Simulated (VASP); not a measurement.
# Mg (Pm-3m) in VASP: notebook

The runs below take Mg through density of states, with LDA.

All numbers are computed with VASP 6.6.1; they aren't measurements. Logs are shortened: lines on timing, memory, paths and dates and some standing lists are left out, and cuts for length are marked.

## 1. The cell of the first run

The structure is cubic, space group Pm-3m (No. 221). The conventional cell has a = 2.959 Å, b = 2.959 Å, c = 2.959 Å, α = 90.00°, β = 90.00°, γ = 90.00°. Mg (site symmetry m-3m) has 6 Mg at 2.96 Å within 3.9 Å.

## 2. Density of states, LDA

Contents of POSCAR:

```
Mg
1.0
    2.9590815737      0.0000000000      0.0000000000
    0.0000000000      2.9590815737      0.0000000000
    0.0000000000      0.0000000000      2.9590815737
Mg
1
Direct
    0.0000000000      0.0000000000      0.0000000000
```

Contents of INCAR.step1:

```
ALGO = Normal
EDIFF = 1E-6
ENCUT = 520
ISIF = 2
ISMEAR = -1
LASPH = True
LCHARG = True
LREAL = False
LWAVE = False
NBANDS = 7
NELM = 80
PREC = Accurate
SIGMA = 0.05
```

Contents of KPOINTS.step1:

```
k-points
0
Gamma
  15 15 15
```

Contents of INCAR.step2:

```
ALGO = Normal
EDIFF = 1E-6
ENCUT = 520
ICHARG = 11
ISIF = 2
ISMEAR = -5
LASPH = True
LCHARG = False
LORBIT = 11
LREAL = False
LWAVE = False
NEDOS = 1001
NELM = 80
PREC = Accurate
SIGMA = 0.05
```

Contents of KPOINTS.step2:

```
k-points
0
Gamma
  23 23 23
```

Potentials or basis: VASP PAW LDA potentials, release 64 (Mg).

Command:

```sh
$ cat potpaw_LDA.64/Mg/POTCAR > POTCAR
$ cp INCAR.step1 INCAR
$ cp KPOINTS.step1 KPOINTS
$ mpirun -np 1 vasp_std > vasp.out
$ cp INCAR.step2 INCAR
$ cp KPOINTS.step2 KPOINTS
$ mpirun -np 1 vasp_std > vasp.out
```

OUTCAR:

```text
EDIFF = 1E-6
   ENCUT = 520
   ICHARG = 11
   ISIF = 2
   ISMEAR = -5
   LASPH = True
   LORBIT = 11
   LREAL = False
   NELM = 80
   PREC = Accurate

 ion  position               nearest neighbor table
   1  0.000  0.000  0.000-

  LATTYP: Found a simple cubic cell.
 ALAT       =     2.9590815737

  Lattice vectors:

 A1 = (   2.9590815737,   0.0000000000,   0.0000000000)
 A2 = (   0.0000000000,   2.9590815737,   0.0000000000)
 A3 = (   0.0000000000,   0.0000000000,   2.9590815737)

Analysis of symmetry for initial positions (statically):
=====================================================================
 Subroutine PRICEL returns:
 Original cell was already a primitive cell.

 Routine SETGRP: Setting up the symmetry group for a
 simple cubic supercell.

 Subroutine GETGRP returns: Found 48 space group operations
 (whereof 48 operations were pure point group operations)
 out of a pool of 48 trial point group operations.

The static configuration has the point symmetry O_h .

Analysis of symmetry for dynamics (positions and initial velocities):
=====================================================================
 Subroutine PRICEL returns:
 Original cell was already a primitive cell.

 Routine SETGRP: Setting up the symmetry group for a
 simple cubic supercell.

 Subroutine GETGRP returns: Found 48 space group operations
 (whereof 48 operations were pure point group operations)
 out of a pool of 48 trial point group operations.

The dynamic configuration has the point symmetry O_h .

 Subroutine INISYM returns: Found 48 space group operations
 (whereof 48 operations are pure point group operations),
 and found     1 'primitive' translations

----------------------------------------------------------------------------------------

                                     Primitive cell

  volume of cell :      25.9102

  direct lattice vectors                    reciprocal lattice vectors
     2.959081574  0.000000000  0.000000000     0.337942694  0.000000000  0.000000000
     0.000000000  2.959081574  0.000000000     0.000000000  0.337942694  0.000000000
     0.000000000  0.000000000  2.959081574     0.000000000  0.000000000  0.337942694

  length of vectors
     2.959081574  2.959081574  2.959081574     0.337942694  0.337942694  0.337942694

  position of ions in fractional coordinates (direct lattice)
     0.000000000  0.000000000  0.000000000

  ion indices of the primitive-cell ions
   primitive index   ion index
                 1           1

----------------------------------------------------------------------------------------

 KPOINTS: k-points

Automatic generation of k-mesh.
 Grid dimensions read from file:
 generate k-points for:   23   23   23

 Generating k-lattice:

  Cartesian coordinates                     Fractional coordinates (reciprocal lattice)
     0.014693161  0.000000000  0.000000000     0.043478261  0.000000000  0.000000000
     0.000000000  0.014693161  0.000000000     0.000000000  0.043478261  0.000000000
     0.000000000  0.000000000  0.014693161     0.000000000  0.000000000  0.043478261

  Length of vectors
     0.014693161  0.014693161  0.014693161

  Shift w.r.t. Gamma in fractional coordinates (k-lattice)
     0.000000000  0.000000000  0.000000000

 TETIRR: Found   6051 inequivalent tetrahedra from    73002

 Subroutine IBZKPT returns following result:
 ===========================================

 Found    364 irreducible k-points:

 Following reciprocal coordinates:
            Coordinates               Weight
  0.000000  0.000000  0.000000      1.000000
  0.043478  0.000000  0.000000      6.000000
  0.086957  0.000000  0.000000      6.000000
  0.130435  0.000000  0.000000      6.000000
  0.173913  0.000000  0.000000      6.000000
  0.217391  0.000000  0.000000      6.000000
[... 16 lines left out ...]
  0.478261  0.043478  0.000000     24.000000
  0.086957  0.086957  0.000000     12.000000
 [... further k-points ...]
   k-points           NKPTS =    364   k-points in BZ     NKDIM =    364   number of bands    NBANDS=      5
   number of dos      NEDOS =   1001   number of ions     NIONS =      1
   total plane-waves  NPLWV =  13824
   dimension x,y,z NGX =    24 NGY =   24 NGZ =   24
   dimension x,y,z NGXF=    48 NGYF=   48 NGZF=   48
   ions per type =               1
   NGX,Y,Z   is equivalent  to a cutoff of  13.48, 13.48, 13.48 a.u.
   NGXF,Y,Z  is equivalent  to a cutoff of  26.97, 26.97, 26.97 a.u.
 SYSTEM =  unknown system
   PREC   = accura    normal or accurate (medium, high low for compatibility)
   ISTART =      0    job   : 0-new  1-cont  2-samecut
   ICHARG =     11    charge: 1-file 2-atom 10-const
   ISPIN  =      1    spin polarized calculation?
   LNONCOLLINEAR =      F non collinear calculations
   LSORBIT =      F    spin-orbit coupling
   LASPH  =      T    aspherical Exc in radial PAW
   ENCUT  =  520.0 eV  38.22 Ry    6.18 a.u.   5.50  5.50  5.50*2*pi/ulx,y,z
   NELM   =     80;   NELMIN=  2; NELMDL=  0     # of ELM steps
   EDIFF  = 0.1E-05   stopping-criterion for ELM
   LREAL  =      F    real-space projection
   EDIFFG = 0.1E-04   stopping-criterion for IOM
   NSW    =      0    number of steps for IOM
   IBRION =     -1    ionic relax: 0-MD 1-quasi-New 2-CG
   NFREE  =      0    steps in history (QN), initial steepest desc. (CG)
   ISIF   =      2    stress and relaxation
   ISYM   =      2    0-nonsym 1-usesym 2-fastsym
   POTIM  = 0.5000    time-step for ionic-motion
   TEBEG  =    0.0;   TEEND  =   0.0 temperature during run
   PSTRESS=    0.0 pullay stress
   NELECT =       2.0000    total number of electrons
   NUPDOWN=      -1.0000    fix difference up-down
   EMIN   =  10.00;   EMAX   =-10.00  energy-range for DOS
   EFERMI =   0.00;   METHOD = LEGACY
   ISMEAR =    -5;   SIGMA  =   0.05  broadening in eV -4-tet -1-fermi 0-gaus
   EFERMI_NEDOS =   21; number of points for ismear=-14 and -15
   IALGO  =     38    algorithm
   IMIX   =      4    mixing-type and parameters
     AMIX     =   0.40;   BMIX     =  1.00
     AMIX_MAG =   1.60;   BMIX_MAG =  1.00
  volume/ion in A,a.u.               =      25.91       174.85
  Fermi-wavevector in a.u.,A,eV,Ry     =   0.697046  1.317225  6.610699  0.485873
  Thomas-Fermi vector in A             =   1.780264
   LORBIT       =     11    0 simple, 1 ext, 2 COOP (PROOUT), +10 PAW based schemes
   GGA     = CA    functional components
   LHFCALC =     F    Hartree Fock is set to
   AEXX    =    0.0000 exact exchange contribution
   IVDW    =     0    specifies the selected vdW correction
   LEPSILON=     F    determine dielectric tensor
   LRPA    =     F    only Hartree local field effects (RPA)
 non-spin polarized calculation
 Fermi weights with tetrahedron method with Bloechl corrections
  energy-cutoff  :      520.00
  volume of cell :       25.91
 maximum number of plane-waves:       739
 NGX is ok and might be reduce to    24

 number of electron       2.0000000 magnetization

 Free energy of the ion-electron system (eV)
  ---------------------------------------------------
  ext. energy  EPLUGINS =         0.00000000
  ---------------------------------------------------
  free energy    TOTEN  =        -1.41008721 eV

  energy without entropy =       -1.41008721  energy(sigma->0) =       -1.41008721

 E-fermi :   1.8179     XC(G=0):  -8.2589

 val. band max:        1.8554572380   @ k =   0.4783   0.3043   0.2609
 cond. band min:       1.7769747722   @ k =   0.4783   0.3043   0.1304
 fundamental gap:     -0.0784824658
 Fermi energy:         1.8179009855

 k-point     1 :       0.0000    0.0000    0.0000
  band No.  band energies     occupation
      1      -4.5835      2.00000
      2      10.1306      0.00000
      3      10.1306      0.00000
      4      11.6417      0.00000
      5      11.6417      0.00000

 k-point     2 :       0.0435    0.0000    0.0000
  band No.  band energies     occupation
      1      -4.5511      2.00000
      2       9.5620      0.00000
      3      10.1589      0.00000
      4      11.6683      0.00000
      5      11.6683      0.00000

 k-point     3 :       0.0870    0.0000    0.0000
  band No.  band energies     occupation
      1      -4.4539      2.00000
      2       8.5611      0.00000
      3      10.2435      0.00000
      4      11.7483      0.00000
      5      11.7483      0.00000

 k-point     4 :       0.1304    0.0000    0.0000
  band No.  band energies     occupation
      1      -4.2923      2.00000
      2       7.4908      0.00000
      3      10.3834      0.00000
      4      11.8816      0.00000
      5      11.8816      0.00000

 k-point     5 :       0.1739    0.0000    0.0000
  band No.  band energies     occupation
      1      -4.0665      2.00000
      2       6.4194      0.00000
      3      10.5764      0.00000
      4      12.0684      0.00000
      5      12.0684      0.00000

 k-point     6 :       0.2174    0.0000    0.0000
  band No.  band energies     occupation
      1      -3.7771      2.00000
      2       5.3708      0.00000
      3      10.8194      0.00000
      4      12.3088      0.00000
      5      12.3088      0.00000

 k-point     7 :       0.2609    0.0000    0.0000
  band No.  band energies     occupation
      1      -3.4246      2.00000
      2       4.3571      0.00000
      3      11.1069      0.00000
      4      12.6030      0.00000
      5      12.6030      0.00000

 k-point     8 :       0.3043    0.0000    0.0000
  band No.  band energies     occupation
      1      -3.0100      2.00000
      2       3.3854      0.00000
      3      11.4296      0.00000
      4      12.9511      0.00000
      5      12.9511      0.00000

 k-point     9 :       0.3478    0.0000    0.0000
  band No.  band energies     occupation
      1      -2.5342      2.00000
      2       2.4607     -0.10717
      3      11.7720      0.00000
      4      13.3533      0.00000
      5      13.3533      0.00000

 k-point    10 :       0.3913    0.0000    0.0000
  band No.  band energies     occupation
      1      -1.9991      2.00000
      2       1.5871      1.61151
      3      12.1072      0.00000
      4      13.8097      0.00000
      5      13.8097      0.00000

 k-point    11 :       0.4348    0.0000    0.0000
  band No.  band energies     occupation
      1      -1.4082      2.00000
      2       0.7699      2.00000
      3      12.3909      0.00000
      4      14.3200      0.00000
      5      14.3200      0.00000

 k-point    12 :       0.4783    0.0000    0.0000
  band No.  band energies     occupation
      1      -0.7849      2.00000
      2       0.0332      2.00000
      3      12.5601      0.00000
      4      14.8811      0.00000
      5      14.8812      0.00000

 k-point    13 :       0.0435    0.0435    0.0000
  band No.  band energies     occupation
      1      -4.5187      2.00000
      2       9.4041      0.00000
      3       9.8269      0.00000
      4      11.6950      0.00000
      5      11.7891      0.00000

 k-point    14 :       0.0870    0.0435    0.0000
  band No.  band energies     occupation
      1      -4.4216      2.00000
      2       8.5490      0.00000
      3       9.7954      0.00000
      4      11.7749      0.00000
      5      11.9074      0.00000

 k-point    15 :       0.1304    0.0435    0.0000
  band No.  band energies     occupation
      1      -4.2600      2.00000
      2       7.5038      0.00000
      3       9.9209      0.00000
      4      11.9082      0.00000
      5      12.0530      0.00000

 k-point    16 :       0.1739    0.0435    0.0000
  band No.  band energies     occupation
      1      -4.0343      2.00000
      2       6.4412      0.00000
      3      10.1109      0.00000
      4      12.0950      0.00000
      5      12.2460      0.00000

 k-point    17 :       0.2174    0.0435    0.0000
  band No.  band energies     occupation
      1      -3.7449      2.00000
      2       5.3966      0.00000
      3      10.3557      0.00000
      4      12.3354      0.00000
      5      12.4885      0.00000

 k-point    18 :       0.2609    0.0435    0.0000
  band No.  band energies     occupation
      1      -3.3925      2.00000
      2       4.3848      0.00000
      3      10.6496      0.00000
      4      12.6295      0.00000
      5      12.7786      0.00000

 k-point    19 :       0.3043    0.0435    0.0000
  band No.  band energies     occupation
      1      -2.9780      2.00000
      2       3.4143      0.00000
      3      10.9860      0.00000
      4      12.9775      0.00000
      5      13.1115      0.00000

 k-point    20 :       0.3478    0.0435    0.0000
  band No.  band energies     occupation
      1      -2.5024      2.00000
      2       2.4903     -0.12090
      3      11.3527      0.00000
      4      13.3796      0.00000
      5      13.4776      0.00000

 k-point    21 :       0.3913    0.0435    0.0000
  band No.  band energies     occupation
      1      -1.9673      2.00000
      2       1.6172      1.55713
      3      11.7270      0.00000
      4      13.8358      0.00000
      5      13.8584      0.00000

 k-point    22 :       0.4348    0.0435    0.0000
  band No.  band energies     occupation
      1      -1.3766      2.00000
      2       0.8003      2.00000
      3      12.0634      0.00000
      4      14.2162      0.00000
      5      14.3459      0.00000

 k-point    23 :       0.4783    0.0435    0.0000
  band No.  band energies     occupation
      1      -0.7531      2.00000
      2       0.0635      2.00000
      3      12.2784      0.00000
      4      14.4714      0.00000
      5      14.9063      0.00000

 k-point    24 :       0.0870    0.0870    0.0000
  band No.  band energies     occupation
      1      -4.3246      2.00000
      2       8.3316      0.00000
      3       9.1478      0.00000
      4      11.8549      0.00000
      5      12.0916      0.00000

 [... further k-points ...]
[... 5 lines left out ...]
  --------------------------------------------------------------------------------------
  -------------------------------------------------------------------------------------
  Total       -0.0302788     -0.0302788     -0.0302788     -0.0000000      0.0000000     -0.0000000
  in kB       -1.8723159     -1.8723159     -1.8723159     -0.0000000      0.0000000     -0.0000000
  external PRESSURE =      -1.8723159 kB  Pullay stress =       0.0000000 kB

 VOLUME and BASIS-vectors are now :
 -----------------------------------------------------------------------------
  energy-cutoff  :      520.00
  volume of cell :       25.91
      direct lattice vectors                 reciprocal lattice vectors
     2.959081574  0.000000000  0.000000000     0.337942694  0.000000000  0.000000000
     0.000000000  2.959081574  0.000000000     0.000000000  0.337942694  0.000000000
     0.000000000  0.000000000  2.959081574     0.000000000  0.000000000  0.337942694

 POSITION                                       TOTAL-FORCE (eV/Angst)
 -----------------------------------------------------------------------------------
      0.00000      0.00000      0.00000         0.000000      0.000000      0.000000
 -----------------------------------------------------------------------------------
    total drift:                                0.000000      0.000000      0.000000

  FREE ENERGIE OF THE ION-ELECTRON SYSTEM (eV)
  ---------------------------------------------------
  free  energy   TOTEN  =        -1.4100872052 eV

  energy  without entropy=       -1.4100872052  energy(sigma->0) =       -1.41008721

 total charge

# of ion       s       p       d       tot
------------------------------------------
    1        0.257   0.109   0.009   0.375
```

Run time: 11 s. Hardware: 1 thread of Intel Xeon 6975P-C (Granite Rapids), shared host; peak memory 0.17 GiB.

Results:

| Property | Result |
| --- | --- |
| Valence electrons inside the program's atomic spheres | Mg 0.38 |

Caveat: tetrahedron occupations give inexact forces and stress in metals.

(Continued in part 2 of 2.)
